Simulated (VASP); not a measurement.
# Ag (P6_3/mmc) in VASP: a series of runs

Runs on Ag. Level: PBEsol. Tasks: single point.

Program: VASP 6.6.1. These are calculated values, not measurements. Logs are shortened: lines on timing, memory, paths and dates and some standing lists are left out, and cuts for length are marked.

### 1 The cell of the first run

Symmetry: P6_3/mmc, No. 194, hexagonal system. The conventional cell has a = 2.883 Å, b = 2.883 Å, c = 4.732 Å, α = 90.00°, β = 90.00°, γ = 120.00°. Within 3.8 Å of Ag (site symmetry -6m2) lie 12 Ag at 2.88 to 2.89 Å.

### 2 Single point, PBEsol (volume scaled by 1.02, then relaxed in part)

The input, INCAR:

```
SYSTEM = Ag
PREC     = Accurate       ! precision mode
ENCUT    = 520            ! plane-wave cutoff, eV
EDIFF    = 1E-6           ! SCF threshold, eV
ISMEAR   = -1             ! smearing method
SIGMA    = 0.15           ! smearing width, eV
LREAL    = .False.        ! projectors in reciprocal space
LASPH    = .True.         ! aspherical terms in the spheres
NELM     = 60             ! most SCF steps
ALGO     = Fast           ! electronic algorithm
ISIF     = 2              ! what is computed and relaxed
LWAVE    = .False.        ! write WAVECAR
LCHARG   = .True.         ! write CHGCAR
GGA      = PS             ! functional
LELF     = .True.         ! ELF
LVHAR    = .True.       
NBANDS   = 18             ! bands
```

The input, KPOINTS:

```
regular mesh
0
Gamma
  18 18 10
  0 0 0
```

The input, POSCAR:

```
Ag
1.0
    2.8829761050      0.0000000000      0.0000000000
   -1.4414880525      2.4967305455      0.0000000000
    0.0000000000      0.0000000000      4.7319007712
Ag
2
Direct
    0.3333333333      0.6666666667      0.2500000000
    0.6666666667      0.3333333333      0.7500000000
```

Potentials or basis: VASP PAW PBE potentials, release 64 (Ag).

Launch:

```sh
$ cat potpaw_PBE.64/Ag/POTCAR > POTCAR
$ mpirun -np 1 vasp_std > vasp.out
```

OUTCAR:

```text
SYSTEM = Ag
   PREC = Accurate
   ENCUT = 520
   EDIFF = 1E-6
   ISMEAR = -1
   LREAL = .False.
   LASPH = .True.
   NELM = 60
   ISIF = 2
   GGA = PS

 ion  position               nearest neighbor table
   1  0.333  0.667  0.250-   2 2.89   2 2.89   2 2.89   2 2.89   2 2.89   2 2.89
   2  0.667  0.333  0.750-   1 2.89   1 2.89   1 2.89   1 2.89   1 2.89   1 2.89

  LATTYP: Found a hexagonal cell.
 ALAT       =     2.8829761050
 C/A-ratio  =     1.6413250054

  Lattice vectors:

 A1 = (   2.8829761050,   0.0000000000,   0.0000000000)
 A2 = (  -1.4414880525,   2.4967305455,   0.0000000000)
 A3 = (   0.0000000000,   0.0000000000,   4.7319007712)

Analysis of symmetry for initial positions (statically):
=====================================================================
 Subroutine PRICEL returns:
 Original cell was already a primitive cell.

 Routine SETGRP: Setting up the symmetry group for a
 hexagonal supercell.

 Subroutine GETGRP returns: Found 24 space group operations
 (whereof 12 operations were pure point group operations)
 out of a pool of 24 trial point group operations.

The static configuration has the point symmetry D_3d.
 The point group associated with its full space group is D_6h.

Analysis of symmetry for dynamics (positions and initial velocities):
=====================================================================
 Subroutine PRICEL returns:
 Original cell was already a primitive cell.

 Routine SETGRP: Setting up the symmetry group for a
 hexagonal supercell.

 Subroutine GETGRP returns: Found 24 space group operations
 (whereof 12 operations were pure point group operations)
 out of a pool of 24 trial point group operations.

The dynamic configuration has the point symmetry D_3d.
 The point group associated with its full space group is D_6h.

 Subroutine INISYM returns: Found 24 space group operations
 (whereof 12 operations are pure point group operations),
 and found     1 'primitive' translations

----------------------------------------------------------------------------------------

                                     Primitive cell

  volume of cell :      34.0603

  direct lattice vectors                    reciprocal lattice vectors
     2.882976105  0.000000000  0.000000000     0.346863784  0.200261899  0.000000000
    -1.441488053  2.496730546  0.000000000     0.000000000  0.400523798  0.000000000
     0.000000000  0.000000000  4.731900771     0.000000000  0.000000000  0.211331566

  length of vectors
     2.882976105  2.882976105  4.731900771     0.400523798  0.400523798  0.211331566

  position of ions in fractional coordinates (direct lattice)
     0.333333333  0.666666667  0.250000000
     0.666666667  0.333333333  0.750000000

  ion indices of the primitive-cell ions
   primitive index   ion index
                 1           1
                 2           2

----------------------------------------------------------------------------------------

 KPOINTS: regular mesh

Automatic generation of k-mesh.
 Grid dimensions read from file:
 generate k-points for:   18   18   10

 Generating k-lattice:

  Cartesian coordinates                     Fractional coordinates (reciprocal lattice)
     0.019270210  0.011125661  0.000000000     0.055555556  0.000000000  0.000000000
     0.000000000  0.022251322  0.000000000     0.000000000  0.055555556  0.000000000
     0.000000000  0.000000000  0.021133157     0.000000000  0.000000000  0.100000000

  Length of vectors
     0.022251322  0.022251322  0.021133157

  Shift w.r.t. Gamma in fractional coordinates (k-lattice)
     0.000000000  0.000000000  0.000000000

 Subroutine IBZKPT returns following result:
 ===========================================

 Found    222 irreducible k-points:

 Following reciprocal coordinates:
            Coordinates               Weight
  0.000000  0.000000  0.000000      1.000000
  0.055556  0.000000  0.000000      6.000000
  0.111111  0.000000  0.000000      6.000000
  0.166667  0.000000  0.000000      6.000000
  0.222222  0.000000  0.000000      6.000000
  0.277778  0.000000  0.000000      6.000000
[... 16 lines left out ...]
  0.333333  0.111111  0.000000     12.000000
  0.388889  0.111111  0.000000     12.000000
 [... further k-points ...]
   k-points           NKPTS =    222   k-points in BZ     NKDIM =    222   number of bands    NBANDS=     18
   number of dos      NEDOS =    301   number of ions     NIONS =      2
   total plane-waves  NPLWV =  20736
   dimension x,y,z NGX =    24 NGY =   24 NGZ =   36
   dimension x,y,z NGXF=    48 NGYF=   48 NGZF=   72
   ions per type =               2
   NGX,Y,Z   is equivalent  to a cutoff of  13.84, 13.84, 12.65 a.u.
   NGXF,Y,Z  is equivalent  to a cutoff of  27.68, 27.68, 25.30 a.u.
 SYSTEM =  Ag
   PREC   = accura    normal or accurate (medium, high low for compatibility)
   ISTART =      0    job   : 0-new  1-cont  2-samecut
   ICHARG =      2    charge: 1-file 2-atom 10-const
   ISPIN  =      1    spin polarized calculation?
   LNONCOLLINEAR =      F non collinear calculations
   LSORBIT =      F    spin-orbit coupling
   LASPH  =      T    aspherical Exc in radial PAW
   ENCUT  =  520.0 eV  38.22 Ry    6.18 a.u.   5.36  5.36  8.80*2*pi/ulx,y,z
   NELM   =     60;   NELMIN=  2; NELMDL= -5     # of ELM steps
   EDIFF  = 0.1E-05   stopping-criterion for ELM
   LREAL  =      F    real-space projection
   EDIFFG = 0.1E-04   stopping-criterion for IOM
   NSW    =      0    number of steps for IOM
   IBRION =     -1    ionic relax: 0-MD 1-quasi-New 2-CG
   NFREE  =      0    steps in history (QN), initial steepest desc. (CG)
   ISIF   =      2    stress and relaxation
   ISYM   =      2    0-nonsym 1-usesym 2-fastsym
   POTIM  = 0.5000    time-step for ionic-motion
   TEBEG  =    0.0;   TEEND  =   0.0 temperature during run
   PSTRESS=    0.0 pullay stress
   NELECT =      22.0000    total number of electrons
   NUPDOWN=      -1.0000    fix difference up-down
   EMIN   =  10.00;   EMAX   =-10.00  energy-range for DOS
   EFERMI =   0.00;   METHOD = LEGACY
   ISMEAR =    -1;   SIGMA  =   0.15  broadening in eV -4-tet -1-fermi 0-gaus
   EFERMI_NEDOS =   21; number of points for ismear=-14 and -15
   IALGO  =     68    algorithm
   IMIX   =      4    mixing-type and parameters
     AMIX     =   0.40;   BMIX     =  1.00
     AMIX_MAG =   1.60;   BMIX_MAG =  1.00
  volume/ion in A,a.u.               =      17.03       114.93
  Fermi-wavevector in a.u.,A,eV,Ry     =   1.415141  2.674228 27.247341  2.002623
  Thomas-Fermi vector in A             =   2.536610
   LORBIT       =      0    0 simple, 1 ext, 2 COOP (PROOUT), +10 PAW based schemes
   GGA     = PS    functional components
   LHFCALC =     F    Hartree Fock is set to
   AEXX    =    0.0000 exact exchange contribution
   IVDW    =     0    specifies the selected vdW correction
   LEPSILON=     F    determine dielectric tensor
   LRPA    =     F    only Hartree local field effects (RPA)
 non-spin polarized calculation
 RMM-DIIS sequential band-by-band and
  energy-cutoff  :      520.00
  volume of cell :       34.06
 maximum number of plane-waves:       941
 NGX is ok and might be reduce to    24
   NGX = 11   NGY = 11   NGZ = 17

 number of electron      22.0000000 magnetization

 Free energy of the ion-electron system (eV)
  ---------------------------------------------------
  ext. energy  EPLUGINS =         0.00000000
  ---------------------------------------------------
  free energy    TOTEN  =        -6.62204802 eV

  energy without entropy =       -6.57999164  energy(sigma->0) =       -6.60101983

 E-fermi :   8.2340     XC(G=0): -12.4183

 val. band max:        8.2329347102   @ k =   0.3333   0.0556   0.4000
 cond. band min:       8.2588639467   @ k =   0.1667   0.0556   0.2000
 fundamental gap:      0.0259292364
 Fermi energy:         8.2339701622

 k-point     1 :       0.0000    0.0000    0.0000
  band No.  band energies     occupation
      1       0.4085      2.00000
      2       1.8421      2.00000
      3       3.4466      2.00000
      4       3.5621      2.00000
      5       3.5621      2.00000
      6       3.7993      2.00000
[... 10 lines left out ...]
     17      26.5683      0.00000
     18      26.5683      0.00000

 k-point     2 :       0.0556    0.0000    0.0000
  band No.  band energies     occupation
      1       0.4951      2.00000
      2       1.8941      2.00000
      3       3.3923      2.00000
      4       3.6086      2.00000
      5       3.6126      2.00000
      6       3.7805      2.00000
[... 10 lines left out ...]
     17      25.8661      0.00000
     18      26.7602      0.00000

 k-point     3 :       0.1111    0.0000    0.0000
  band No.  band energies     occupation
      1       0.7474      2.00000
      2       2.0359      2.00000
      3       3.2886      2.00000
      4       3.6792      2.00000
      5       3.7445      2.00000
      6       3.7735      2.00000
[... 10 lines left out ...]
     17      26.0261      0.00000
     18      27.1740      0.00000

 k-point     4 :       0.1667    0.0000    0.0000
  band No.  band energies     occupation
      1       1.1387      2.00000
      2       2.2162      2.00000
      3       3.1923      2.00000
      4       3.6293      2.00000
      5       3.6964      2.00000
      6       3.9374      2.00000
[... 10 lines left out ...]
     17      25.8667      0.00000
     18      26.2645      0.00000

 k-point     5 :       0.2222    0.0000    0.0000
  band No.  band energies     occupation
      1       1.6017      2.00000
      2       2.3287      2.00000
      3       3.2003      2.00000
      4       3.3259      2.00000
      5       3.5918      2.00000
      6       3.8516      2.00000
[... 10 lines left out ...]
     17      24.5445      0.00000
     18      26.1119      0.00000

 k-point     6 :       0.2778    0.0000    0.0000
  band No.  band energies     occupation
      1       1.9900      2.00000
      2       2.3027      2.00000
      3       2.9703      2.00000
      4       3.4070      2.00000
      5       3.6334      2.00000
      6       3.7352      2.00000
[... 10 lines left out ...]
     17      23.5667      0.00000
     18      25.4027      0.00000

 k-point     7 :       0.3333    0.0000    0.0000
  band No.  band energies     occupation
      1       2.1082      2.00000
      2       2.2671      2.00000
      3       2.6747      2.00000
      4       3.6328      2.00000
      5       3.7383      2.00000
      6       3.7801      2.00000
[... 10 lines left out ...]
     17      21.6982      0.00000
     18      24.9626      0.00000

 k-point     8 :       0.3889    0.0000    0.0000
  band No.  band energies     occupation
      1       2.0233      2.00000
      2       2.2776      2.00000
      3       2.4565      2.00000
      4       3.5534      2.00000
      5       3.8568      2.00000
      6       3.8700      2.00000
[... 10 lines left out ...]
     17      20.2312      0.00000
     18      24.4773      0.00000
[... 229 lines left out ...]
     17      26.1035      0.00000
     18      26.2189      0.00000

 k-point    20 :       0.1667    0.1111    0.0000
  band No.  band energies     occupation
      1       1.8192      2.00000
      2       2.4722      2.00000
      3       3.0082      2.00000
      4       3.2501      2.00000
      5       3.6194      2.00000
      6       3.6818      2.00000
[... 10 lines left out ...]
     17      25.4834      0.00000
     18      25.5542      0.00000

 k-point    21 :       0.2222    0.1111    0.0000
  band No.  band energies     occupation
      1       2.2127      2.00000
      2       2.4563      2.00000
      3       2.9292      2.00000
      4       3.1362      2.00000
      5       3.5821      2.00000
      6       3.6635      2.00000
[... 10 lines left out ...]
     17      23.7894      0.00000
     18      24.7170      0.00000

 k-point    22 :       0.2778    0.1111    0.0000
  band No.  band energies     occupation
      1       2.3169      2.00000
      2       2.4172      2.00000
      3       2.6614      2.00000
      4       3.4686      2.00000
      5       3.5104      2.00000
      6       3.7764      2.00000
[... 10 lines left out ...]
     17      21.8810      0.00000
     18      24.0805      0.00000

 k-point    23 :       0.3333    0.1111    0.0000
  band No.  band energies     occupation
      1       2.2037      2.00000
      2       2.4407      2.00000
      3       2.4630      2.00000
      4       3.4686      2.00000
      5       3.8164      2.00000
      6       3.8667      2.00000
[... 10 lines left out ...]
     17      20.3869      0.00000
     18      23.6213      0.00000

 k-point    24 :       0.3889    0.1111    0.0000
  band No.  band energies     occupation
      1       2.1224      2.00000
      2       2.3416      2.00000
      3       2.4264      2.00000
      4       3.4521      2.00000
      5       3.7836      2.00000
      6       3.9811      2.00000
[... 10 lines left out ...]
     17      19.2726      0.00000
     18      23.3450      0.00000

 [... further k-points ...]

------------------------ aborting loop because EDIFF is reached ----------------------------------------

  FORCE on cell =-STRESS in cart. coord.  units (eV):
  Direction    XX          YY          ZZ          XY          YZ          ZX
  --------------------------------------------------------------------------------------
  -------------------------------------------------------------------------------------
  Total       -0.5258928     -0.5258928     -0.5271190      0.0000000      0.0000000      0.0000000
  in kB      -24.7377088    -24.7377088    -24.7953883      0.0000000      0.0000000      0.0000000
  external PRESSURE =     -24.7569353 kB  Pullay stress =       0.0000000 kB

 VOLUME and BASIS-vectors are now :
 -----------------------------------------------------------------------------
  energy-cutoff  :      520.00
  volume of cell :       34.06
      direct lattice vectors                 reciprocal lattice vectors
     2.882976105  0.000000000  0.000000000     0.346863784  0.200261899  0.000000000
    -1.441488053  2.496730546  0.000000000     0.000000000  0.400523798  0.000000000
     0.000000000  0.000000000  4.731900771     0.000000000  0.000000000  0.211331566

 POSITION                                       TOTAL-FORCE (eV/Angst)
 -----------------------------------------------------------------------------------
     -0.00000      1.66449      1.18298         0.000000     -0.000000      0.000000
      1.44149      0.83224      3.54893        -0.000000      0.000000      0.000000
 -----------------------------------------------------------------------------------
    total drift:                                0.000000     -0.000000      0.000000

  FREE ENERGIE OF THE ION-ELECTRON SYSTEM (eV)
  ---------------------------------------------------
  free  energy   TOTEN  =        -6.6220480172 eV

  energy  without entropy=       -6.5799916410  energy(sigma->0) =       -6.60101983
```

Wall time 1.7 min (1 thread of Intel Xeon Platinum 8259CL at 2.50GHz (Skylake/Cascade Lake), shared host); peak memory 0.23 GiB.

What came out:

```
Free energy            : -6.6220 eV
Pressure               : -2.5 GPa
Band gap on the k mesh : zero (band 11 reaches 12.33 eV, above the bottom of band 12 at 4.87 eV)
```

Caveat: the PAW data sets were made with another functional, which shifts forces and pressure a little.

(Continued in part 2 of 2.)
